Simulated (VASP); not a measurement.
W:

```xyz
1
Lattice="0.0000 1.9950 1.9950 1.9950 0.0000 1.9950 1.9950 1.9950 0.0000" Properties=species:S:1:pos:R:3 pbc="T T T"
W     0.0000    0.0000    0.0000
```

This isn't the form of W at room conditions, which is bcc.

- Program: VASP 6.6.1
- Task: relaxation of cell and atoms
- Functional: PBE
- Potentials or basis: VASP PAW PBE potentials, release 64 (W_sv)
- Cutoff: 500 eV
- k mesh: 11 × 11 × 11
- Occupations: gaussian, width 0.05 eV
- Spin: no spin polarisation

At the start: pressure 11.6 GPa; volume 15.88 Å³/atom.

Question: How do energy, volume and symmetry change on relaxing?

Answer: Over 4 steps the energy falls by 20.4 meV/atom and the volume is 16.47 Å³/atom (+3.7 %); space group Fm-3m (No. 225, to 0.1 Å) before and after.

Step by step:
| step | energy change (eV) | largest force (eV/Å) | pressure (GPa) | volume (Å³) |
| --- | --- | --- | --- | --- |
| 1 | 0.0000 | 0.0000 | 11.56 | 15.88 |
| 2 | 0.1936 | 0.0000 | -27.73 | 18.66 |
| 3 | -0.0204 | 0.0000 | -0.55 | 16.50 |
| 4 | -0.0204 | 0.0000 | -0.03 | 16.47 |

Final structure:
```yaml
crystal:
  lattice:
    - [0.00000, 2.01930, 2.01930]
    - [2.01930, 0.00000, 2.01930]
    - [2.01930, 2.01930, 0.00000]
  atoms:
    - { symbol: W, position: [0.00000, 0.00000, 0.00000] }
```
